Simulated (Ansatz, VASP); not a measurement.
# Ga4P in VASP and in Ansatz

```
Ga P
1.0
    -2.52905    2.52905    3.87866
     2.52905   -2.52905    3.87866
     2.52905    2.52905   -3.87866
Ga P
4 1
Direct
  0.31964 0.31964 0.00000
  0.68036 0.68036 0.00000
  0.50000 0.00000 0.50000
  0.00000 0.50000 0.50000
  0.00000 0.00000 0.00000
```

Change from the starting cell: species swapped into the PbF4 type (I4/mmm, No. 139).

Alike in both runs: functional PBE; k mesh 10 × 10 × 10; occupations gaussian, width 0.1 eV; no spin polarisation.

Ansatz relaxed the structure, and its values are those at the end. VASP's run is a single point on that final structure, the one shown.

|  | VASP | Ansatz |
| --- | --- | --- |
| version | VASP 6.6.1 | Ansatz 0.2.0 |
| potentials or method | VASP PAW PBE potentials, release 64 (Ga_d, P), cutoff 520 eV | scalar-relativistic, plane waves, PAW |
| valence electrons in the cell | 57 | 57 |

```tsv
	VASP	Ansatz	Ansatz less VASP
gap on the k mesh at the Fermi level (eV)	none	none	-
pressure (GPa)	0.1	0.0	-0.07
```

A gap of «none» marks a metal or a gap that the smearing closes.
